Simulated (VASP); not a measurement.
# MgO (Pm-3m) in VASP: settings compared

MgO is run at these levels: r2SCAN, PBEsol, LDA; tasks: single point, relaxation of cell and atoms.

Program: VASP 6.6.1. These are calculated values, not measurements. Logs are shortened: lines on timing, memory, paths and dates and some standing lists are left out, and cuts for length are marked.

## 1. The cell of the first run

The structure is cubic, space group Pm-3m (No. 221). Conventional cell: a = 2.623 Å, b = 2.623 Å, c = 2.623 Å, α = 90.00°, β = 90.00°, γ = 90.00°. Mg (site symmetry m-3m) has 8 O at 2.27 Å and 6 Mg at 2.62 Å within 3.0 Å. O (site symmetry m-3m) has 8 Mg at 2.27 Å and 6 O at 2.62 Å within 3.0 Å.

## 2. Single point, r2SCAN

Input file POSCAR:

```
MgO
1.0
    2.6233491285      0.0000000000      0.0000000000
    0.0000000000      2.6233491285      0.0000000000
    0.0000000000      0.0000000000      2.6233491285
Mg O
1 1
Direct
    0.0000000000      0.0000000000      0.0000000000
    0.5000000000      0.5000000000      0.5000000000
```

Input file INCAR.step1:

```
SYSTEM = MgO
PREC = Accurate ; ENCUT = 520
ISMEAR = -1 ; SIGMA = 0.02
LREAL = .FALSE. ; LASPH = .TRUE.
NELM = 60 ; NBANDS = 11
GGA = PE ; ALGO = Normal
EDIFF = 1E-4 ; LWAVE = .TRUE.
LCHARG = .FALSE.
```

Input file INCAR.step2:

```
SYSTEM = MgO
PREC = Accurate ; ENCUT = 520
EDIFF = 1E-7 ; ISMEAR = -1
SIGMA = 0.02 ; LREAL = .FALSE.
LASPH = .TRUE. ; NELM = 60
ALGO = Normal ; ISIF = 2
LWAVE = .FALSE. ; LCHARG = .FALSE.
METAGGA = R2SCAN ; LMIXTAU = .TRUE.
NBANDS = 11 ; ISTART = 1
```

Input file KPOINTS:

```
regular mesh
0
G
  8 8 8
  0 0 0
```

Potentials or basis: VASP PAW PBE potentials, release 64 (Mg, O).

Launch:

```bash
cat potpaw_PBE.64/Mg/POTCAR potpaw_PBE.64/O/POTCAR > POTCAR
cp INCAR.step1 INCAR
mpirun -np 1 vasp_std > vasp.out
cp INCAR.step2 INCAR
mpirun -np 1 vasp_std > vasp.out
```

OUTCAR:

```text
SYSTEM = MgO
   PREC = Accurate
   ENCUT = 520
   EDIFF = 1E-7
   ISMEAR = -1
   LREAL = .FALSE.
   LASPH = .TRUE.
   NELM = 60
   ISIF = 2
   METAGGA = R2SCAN
   ISTART = 1

 ion  position               nearest neighbor table
   1  0.000  0.000  0.000-   2 2.27   2 2.27   2 2.27   2 2.27   2 2.27   2 2.27   2 2.27   2 2.27

   2  0.500  0.500  0.500-   1 2.27   1 2.27   1 2.27   1 2.27   1 2.27   1 2.27   1 2.27   1 2.27

  LATTYP: Found a simple cubic cell.
 ALAT       =     2.6233491285

  Lattice vectors:

 A1 = (   2.6233491285,   0.0000000000,   0.0000000000)
 A2 = (   0.0000000000,   2.6233491285,   0.0000000000)
 A3 = (   0.0000000000,   0.0000000000,   2.6233491285)

Analysis of symmetry for initial positions (statically):
=====================================================================
 Subroutine PRICEL returns:
 Original cell was already a primitive cell.

 Routine SETGRP: Setting up the symmetry group for a
 simple cubic supercell.

 Subroutine GETGRP returns: Found 48 space group operations
 (whereof 48 operations were pure point group operations)
 out of a pool of 48 trial point group operations.

The static configuration has the point symmetry O_h .

Analysis of symmetry for dynamics (positions and initial velocities):
=====================================================================
 Subroutine PRICEL returns:
 Original cell was already a primitive cell.

 Routine SETGRP: Setting up the symmetry group for a
 simple cubic supercell.

 Subroutine GETGRP returns: Found 48 space group operations
 (whereof 48 operations were pure point group operations)
 out of a pool of 48 trial point group operations.

The dynamic configuration has the point symmetry O_h .

 Subroutine INISYM returns: Found 48 space group operations
 (whereof 48 operations are pure point group operations),
 and found     1 'primitive' translations

----------------------------------------------------------------------------------------

                                     Primitive cell

  volume of cell :      18.0538

  direct lattice vectors                    reciprocal lattice vectors
     2.623349129  0.000000000  0.000000000     0.381192114  0.000000000  0.000000000
     0.000000000  2.623349129  0.000000000     0.000000000  0.381192114  0.000000000
     0.000000000  0.000000000  2.623349129     0.000000000  0.000000000  0.381192114

  length of vectors
     2.623349129  2.623349129  2.623349129     0.381192114  0.381192114  0.381192114

  position of ions in fractional coordinates (direct lattice)
     0.000000000  0.000000000  0.000000000
     0.500000000  0.500000000  0.500000000

  ion indices of the primitive-cell ions
   primitive index   ion index
                 1           1
                 2           2

----------------------------------------------------------------------------------------

 KPOINTS: regular mesh

Automatic generation of k-mesh.
 Grid dimensions read from file:
 generate k-points for:    8    8    8

 Generating k-lattice:

  Cartesian coordinates                     Fractional coordinates (reciprocal lattice)
     0.047649014  0.000000000  0.000000000     0.125000000  0.000000000  0.000000000
     0.000000000  0.047649014  0.000000000     0.000000000  0.125000000  0.000000000
     0.000000000  0.000000000  0.047649014     0.000000000  0.000000000  0.125000000

  Length of vectors
     0.047649014  0.047649014  0.047649014

  Shift w.r.t. Gamma in fractional coordinates (k-lattice)
     0.000000000  0.000000000  0.000000000

 Subroutine IBZKPT returns following result:
 ===========================================

 Found     35 irreducible k-points:

 Following reciprocal coordinates:
            Coordinates               Weight
  0.000000  0.000000  0.000000      1.000000
  0.125000  0.000000  0.000000      6.000000
  0.250000  0.000000  0.000000      6.000000
  0.375000  0.000000  0.000000      6.000000
  0.500000  0.000000  0.000000      3.000000
  0.125000  0.125000  0.000000     12.000000
[... 16 lines left out ...]
  0.375000  0.375000  0.125000     24.000000
  0.500000  0.375000  0.125000     24.000000
 [... further k-points ...]
   k-points           NKPTS =     35   k-points in BZ     NKDIM =     35   number of bands    NBANDS=     11
   number of dos      NEDOS =    301   number of ions     NIONS =      2
   total plane-waves  NPLWV =   8000
   dimension x,y,z NGX =    20 NGY =   20 NGZ =   20
   dimension x,y,z NGXF=    40 NGYF=   40 NGZF=   40
   ions per type =               1   1
   NGX,Y,Z   is equivalent  to a cutoff of  12.67, 12.67, 12.67 a.u.
   NGXF,Y,Z  is equivalent  to a cutoff of  25.35, 25.35, 25.35 a.u.
 SYSTEM =  MgO
   PREC   = accura    normal or accurate (medium, high low for compatibility)
   ISTART =      1    job   : 0-new  1-cont  2-samecut
   ICHARG =      0    charge: 1-file 2-atom 10-const
   ISPIN  =      1    spin polarized calculation?
   LNONCOLLINEAR =      F non collinear calculations
   LSORBIT =      F    spin-orbit coupling
   LASPH  =      T    aspherical Exc in radial PAW
   ENCUT  =  520.0 eV  38.22 Ry    6.18 a.u.   4.88  4.88  4.88*2*pi/ulx,y,z
   NELM   =     60;   NELMIN=  2; NELMDL=  0     # of ELM steps
   EDIFF  = 0.1E-06   stopping-criterion for ELM
   LREAL  =      F    real-space projection
   EDIFFG = 0.1E-05   stopping-criterion for IOM
   NSW    =      0    number of steps for IOM
   IBRION =     -1    ionic relax: 0-MD 1-quasi-New 2-CG
   NFREE  =      0    steps in history (QN), initial steepest desc. (CG)
   ISIF   =      2    stress and relaxation
   ISYM   =      2    0-nonsym 1-usesym 2-fastsym
   POTIM  = 0.5000    time-step for ionic-motion
   TEBEG  =    0.0;   TEEND  =   0.0 temperature during run
   PSTRESS=    0.0 pullay stress
   NELECT =       8.0000    total number of electrons
   NUPDOWN=      -1.0000    fix difference up-down
   EMIN   =  10.00;   EMAX   =-10.00  energy-range for DOS
   EFERMI =   0.00;   METHOD = LEGACY
   ISMEAR =    -1;   SIGMA  =   0.02  broadening in eV -4-tet -1-fermi 0-gaus
   EFERMI_NEDOS =   21; number of points for ismear=-14 and -15
   IALGO  =     38    algorithm
   IMIX   =      4    mixing-type and parameters
     AMIX     =   0.40;   BMIX     =  1.00
     AMIX_MAG =   1.60;   BMIX_MAG =  1.00
  volume/ion in A,a.u.               =       9.03        60.92
  Fermi-wavevector in a.u.,A,eV,Ry     =   1.248098  2.358563 21.194461  1.557749
  Thomas-Fermi vector in A             =   2.382200
   LORBIT       =      0    0 simple, 1 ext, 2 COOP (PROOUT), +10 PAW based schemes
   METAGGA = R2SCAN    functional components
   LHFCALC =     F    Hartree Fock is set to
   AEXX    =    0.0000 exact exchange contribution
   IVDW    =     0    specifies the selected vdW correction
   LEPSILON=     F    determine dielectric tensor
   LRPA    =     F    only Hartree local field effects (RPA)
 non-spin polarized calculation
  energy-cutoff  :      520.00
  volume of cell :       18.05
 maximum number of plane-waves:       500
 NGX is ok and might be reduce to    20
   NGX =  9   NGY =  9   NGZ =  9

 number of electron       7.9999999 magnetization

 Free energy of the ion-electron system (eV)
  ---------------------------------------------------
  ext. energy  EPLUGINS =         0.00000000
  ---------------------------------------------------
  free energy    TOTEN  =       -14.52743552 eV

  energy without entropy =      -14.52743552  energy(sigma->0) =      -14.52743552

 E-fermi :   5.2760     XC(G=0): -11.8834

 val. band max:        4.8170477278   @ k =   0.5000   0.5000   0.0000
 cond. band min:       8.2680882578   @ k =   0.0000   0.0000   0.0000
 fundamental gap:      3.4510405299
 Fermi energy:         5.2760233113

 k-point     1 :       0.0000    0.0000    0.0000
  band No.  band energies     occupation
      1     -14.7658      2.00000
      2       3.7585      2.00000
      3       3.7585      2.00000
      4       3.7585      2.00000
      5       8.2681      0.00000
      6      16.2786      0.00000
      7      16.2786      0.00000
      8      26.7070      0.00000
      9      26.7070      0.00000
     10      26.7070      0.00000
     11      33.8523      0.00000

 k-point     2 :       0.1250    0.0000    0.0000
  band No.  band energies     occupation
      1     -14.6124      2.00000
      2       2.5679      2.00000
      3       3.8237      2.00000
      4       3.8237      2.00000
      5       9.1196      0.00000
      6      16.6172      0.00000
      7      16.6192      0.00000
      8      26.3773      0.00000
      9      26.3773      0.00000
     10      26.9921      0.00000
     11      32.5288      0.00000

 k-point     3 :       0.2500    0.0000    0.0000
  band No.  band energies     occupation
      1     -14.2118      2.00000
      2       0.5015      2.00000
      3       3.9859      2.00000
      4       3.9859      2.00000
      5      10.5590      0.00000
      6      16.8259      0.00000
      7      17.6225      0.00000
      8      25.4667      0.00000
      9      25.4667      0.00000
     10      28.5346      0.00000
     11      29.1323      0.00000
[... 267 lines left out ...]
 k-point    23 :       0.3750    0.3750    0.1250
  band No.  band energies     occupation
      1     -12.8529      2.00000
      2       0.1613      2.00000
      3       0.5156      2.00000
      4       3.9350      2.00000
      5      12.3321      0.00000
      6      16.1052      0.00000
      7      17.4766      0.00000
      8      21.5897      0.00000
      9      24.6351      0.00000
     10      25.5757      0.00000
     11      30.6216      0.00000

 k-point    24 :       0.5000    0.3750    0.1250
  band No.  band energies     occupation
      1     -12.6971      2.00000
      2      -0.2020      2.00000
      3       0.6158      2.00000
      4       4.0469      2.00000
      5      11.7279      0.00000
      6      16.7158      0.00000
      7      17.2231      0.00000
      8      21.0867      0.00000
      9      24.9394      0.00000
     10      25.3621      0.00000
     11      29.8960      0.00000

 [... further k-points ...]

------------------------ aborting loop because EDIFF is reached ----------------------------------------

  FORCE on cell =-STRESS in cart. coord.  units (eV):
  Direction    XX          YY          ZZ          XY          YZ          ZX
  --------------------------------------------------------------------------------------
  -------------------------------------------------------------------------------------
  Total       -0.1355236     -0.1355236     -0.1355236      0.0000000      0.0000000      0.0000000
  in kB      -12.0269982    -12.0269982    -12.0269982      0.0000000      0.0000000      0.0000000
  external PRESSURE =     -12.0269982 kB  Pullay stress =       0.0000000 kB

 VOLUME and BASIS-vectors are now :
 -----------------------------------------------------------------------------
  energy-cutoff  :      520.00
  volume of cell :       18.05
      direct lattice vectors                 reciprocal lattice vectors
     2.623349129  0.000000000  0.000000000     0.381192114  0.000000000  0.000000000
     0.000000000  2.623349129  0.000000000     0.000000000  0.381192114  0.000000000
     0.000000000  0.000000000  2.623349129     0.000000000  0.000000000  0.381192114

 POSITION                                       TOTAL-FORCE (eV/Angst)
 -----------------------------------------------------------------------------------
      0.00000      0.00000      0.00000         0.000000      0.000000      0.000000
      1.31167      1.31167      1.31167         0.000000      0.000000      0.000000
 -----------------------------------------------------------------------------------
    total drift:                                0.000000      0.000000      0.000000

  FREE ENERGIE OF THE ION-ELECTRON SYSTEM (eV)
  ---------------------------------------------------
  free  energy   TOTEN  =       -14.5274355189 eV

  energy  without entropy=      -14.5274355189  energy(sigma->0) =      -14.52743552
```

Wall time 11 s (1 thread of Intel Xeon 6975P-C (Granite Rapids), shared host); peak memory 0.13 GiB.

What came out:

```yaml
Free_energy: -14.5274 eV
Pressure: -1.2 GPa
Band_gap_on_the_k_mesh: 3.45 eV (least direct gap 4.51 eV)
```

Caveat: the PAW data sets were made with another functional, which shifts forces and pressure a little.

## 3. Single point, r2SCAN

POSCAR is that of step 2.

Changes to INCAR.step1 since step 2:

```diff
@@ -2,3 +2,3 @@
 PREC = Accurate ; ENCUT = 520
-ISMEAR = -1 ; SIGMA = 0.02
+ISMEAR = 0 ; SIGMA = 0.01
 LREAL = .FALSE. ; LASPH = .TRUE.
```

Changes to INCAR.step2 since step 2:

```diff
@@ -2,4 +2,4 @@
 PREC = Accurate ; ENCUT = 520
-EDIFF = 1E-7 ; ISMEAR = -1
-SIGMA = 0.02 ; LREAL = .FALSE.
+EDIFF = 1E-7 ; ISMEAR = 0
+SIGMA = 0.01 ; LREAL = .FALSE.
 LASPH = .TRUE. ; NELM = 60
```

Input file KPOINTS:

```
regular mesh
0
G
  10 10 10
  0 0 0
```

Potentials or basis: VASP PAW PBE potentials, release 64 (Mg, O).

Launch:

```bash
cat potpaw_PBE.64/Mg/POTCAR potpaw_PBE.64/O/POTCAR > POTCAR
cp INCAR.step1 INCAR
mpirun -np 1 vasp_std > vasp.out
cp INCAR.step2 INCAR
mpirun -np 1 vasp_std > vasp.out
```

Wall time 15 s (1 thread of Intel Xeon 6975P-C (Granite Rapids), shared host); peak memory 0.13 GiB.

It converged, with:

- Free energy: -14.5276 eV
- Pressure: -1.2 GPa
- Band gap on the k mesh: 3.45 eV (least direct gap 4.51 eV)

Levels at points of the mesh, in eV from the valence-band top:
```csv
k point,band 1,band 2,band 3,band 4,band 5,band 6,band 7,band 8
"(0.00, 0.00, 0.00)",-19.58,-1.06,-1.06,-1.06,3.45,11.46,11.46,21.89
"(0.50, 0.00, 0.00)",-18.37,-6.61,-0.59,-0.59,8.01,10.63,15.81,18.55
"(0.50, 0.50, 0.00)",-17.48,-4.85,-4.85,0.00,5.88,13.46,13.46,14.45
"(0.50, 0.50, 0.50)",-16.61,-3.79,-3.79,-3.79,8.41,8.41,8.41,17.93
```

Caveat: the PAW data sets were made with another functional, which shifts forces and pressure a little. A k mesh can miss the band edges.

## 4. Relaxation of cell and atoms, PBEsol

This run uses another cell than the first one, of 9.41 Å³/atom.

Input file INCAR:

```
PREC = Accurate
ENCUT = 600
EDIFF = 1E-6
ISMEAR = -1
SIGMA = 0.02
LREAL = False
LASPH = True
NELM = 100
ALGO = Normal
ISIF = 3
LWAVE = False
LCHARG = False
GGA = PS
IBRION = 2
NSW = 80
EDIFFG = -0.005
```

Input file KPOINTS:

```
Automatic mesh
0
Gamma
  8 8 8
```

Input file POSCAR:

```
MgO
1.0
    2.6598216231      0.0000000000      0.0000000000
    0.0000000000      2.6598216231      0.0000000000
    0.0000000000      0.0000000000      2.6598216231
Mg O
1 1
Direct
    0.0000000000      0.0000000000      0.0000000000
    0.5000000000      0.5000000000      0.5000000000
```

Launch:

```bash
cat potpaw_PBE.64/Mg/POTCAR potpaw_PBE.64/O/POTCAR > POTCAR
mpirun -np 1 vasp_std > vasp.out
```

It took 5.5 s on 1 thread of Intel Xeon 6975P-C (Granite Rapids), shared host; peak memory 0.14 GiB.

The run converged. Its results:

```yaml
Free_energy: -11.0316 eV
Relaxed_volume: 9.08 Å³/atom
Relaxed_cell: a = 2.629 Å, b = 2.629 Å, c = 2.629 Å, α = 90.00°, β = 90.00°, γ = 90.00°
Space_group_after_relaxing_to_0.1_Å: Pm-3m (No. 221)
Energy_gained_by_relaxing: 5.1 meV/atom
Ionic_steps: 3
Pressure_after_relaxing: 0.0 GPa
Band_gap_on_the_k_mesh: 2.51 eV (least direct gap 3.54 eV)
```

Step by step:
```tsv
step	energy change (eV)	largest force (eV/Å)	pressure (GPa)	volume (Å³)
1	0.0000	0.0000	-4.86	18.82
2	-0.0098	0.0000	0.99	18.05
3	-0.0102	0.0000	0.00	18.17
```

Final structure:
```
Mg O
1.0
     2.62886    0.00000    0.00000
     0.00000    2.62886    0.00000
     0.00000    0.00000    2.62886
Mg O
1 1
Direct
  0.00000 0.00000 0.00000
  0.50000 0.50000 0.50000
```

Levels at points of the mesh, in eV from the valence-band top:
```
           k point  band 1  band 2  band 3  band 4  band 5  band 6  band 7  band 8
(0.00, 0.00, 0.00)  -18.50   -1.02   -1.02   -1.02    2.51   10.29   10.29   20.29
(0.50, 0.00, 0.00)  -17.24   -6.60   -0.57   -0.57    6.96    9.44   14.41   17.28
(0.50, 0.50, 0.00)  -16.35   -4.78   -4.78    0.00    4.86   12.14   12.14   13.25
(0.50, 0.50, 0.50)  -15.48   -3.69   -3.69   -3.69    7.38    7.38    7.38   16.40
```

Caveat: the PAW data sets were made with another functional, which shifts forces and pressure a little.

## 5. Relaxation of cell and atoms, LDA

This run uses another cell than the first one, of 9.41 Å³/atom.

Input file INCAR:

```
SYSTEM = MgO
ALGO = Normal
EDIFF = 1E-6
EDIFFG = -0.005
ENCUT = 600
GGA = CA
IBRION = 2
ISIF = 3
ISMEAR = -1
LASPH = .True.
LCHARG = .False.
LREAL = .False.
LWAVE = .False.
NELM = 80
NSW = 80
PREC = Accurate
SIGMA = 0.02
```

Input file KPOINTS:

```
k-points
0
Gamma
  8 8 8
  0 0 0
```

POSCAR is that of step 4.

Potentials or basis: VASP PAW LDA potentials, release 64 (Mg, O).

Launch:

```bash
cat potpaw_LDA.64/Mg/POTCAR potpaw_LDA.64/O/POTCAR > POTCAR
mpirun -np 1 vasp_std > vasp.out
```

Run time: 4.3 s. Hardware: 1 thread of Intel Xeon 6975P-C (Granite Rapids), shared host; peak memory 0.13 GiB.

Results (log left out):

| Item | Value |
| --- | --- |
| Free energy | -11.9248 eV |
| Relaxed volume | 8.61 Å³/atom |
| Relaxed cell | a = 2.582 Å, b = 2.582 Å, c = 2.582 Å, α = 90.00°, β = 90.00°, γ = 90.00° |
| Space group after relaxing (to 0.1 Å) | Pm-3m (No. 221) |
| Energy gained by relaxing | 33.0 meV/atom |
| Ionic steps | 3 |
| Pressure after relaxing | 0.0 GPa |
| Band gap on the k mesh | 3.03 eV (least direct gap 4.12 eV) |

Step by step:
```tsv
step	energy change (eV)	largest force (eV/Å)	pressure (GPa)	volume (Å³)
1	0.0000	0.0000	-12.21	18.82
2	-0.0634	0.0000	2.91	16.93
3	-0.0660	0.0000	0.04	17.21
```

Final structure:
```
Mg O
1.0
     2.58207    0.00000    0.00000
     0.00000    2.58207    0.00000
     0.00000    0.00000    2.58207
Mg O
1 1
Cartesian
  0.0000 0.0000 0.0000
  1.2910 1.2910 1.2910
```

Levels at points of the mesh, in eV from the valence-band top:
```tsv
k point	band 1	band 2	band 3	band 4	band 5	band 6	band 7	band 8
(0.00, 0.00, 0.00)	-18.69	-1.09	-1.09	-1.09	3.03	10.31	10.31	20.93
(0.50, 0.00, 0.00)	-17.27	-6.96	-0.62	-0.62	7.40	9.89	14.57	17.58
(0.50, 0.50, 0.00)	-16.27	-5.07	-5.07	0.00	4.92	12.58	12.58	13.67
(0.50, 0.50, 0.50)	-15.27	-3.95	-3.95	-3.95	7.49	7.49	7.49	17.07
```

A k mesh can miss the band edges.

## 6. Summary

| task | level | potentials or basis | cell | k mesh | cutoff (eV) | smearing | gap on the mesh (eV) | pressure (GPa) | relaxed volume (Å³/atom) |
| --- | --- | --- | --- | --- | --- | --- | --- | --- | --- |
| single point | r2SCAN | VASP PAW PBE potentials, release 64 (Mg, O) | a = 2.623 Å, 2 atoms | 8 × 8 × 8 | 520 | fermi-dirac 0.02 eV | 3.45 | -1.2 | - |
| single point | r2SCAN | VASP PAW PBE potentials, release 64 (Mg, O) | a = 2.623 Å, 2 atoms | 10 × 10 × 10 | 520 | gaussian 0.01 eV | 3.45 | -1.2 | - |
| relaxation of cell and atoms | PBEsol | VASP PAW PBE potentials, release 64 (Mg, O) | relaxed from a = 2.660 Å, 2 atoms | 8 × 8 × 8 | 600 | fermi-dirac 0.02 eV | 2.51 | 0.0 | 9.08 |
| relaxation of cell and atoms | LDA | VASP PAW LDA potentials, release 64 (Mg, O) | relaxed from a = 2.660 Å, 2 atoms | 8 × 8 × 8 | 600 | fermi-dirac 0.02 eV | 3.03 | 0.0 | 8.61 |

Alike in all rows: no spin polarisation.

Caveats: the PAW data sets were made with another functional, which shifts forces and pressure a little (at least some runs).

Total energies depend on the potentials used, so only differences within one code and one set of settings carry meaning.
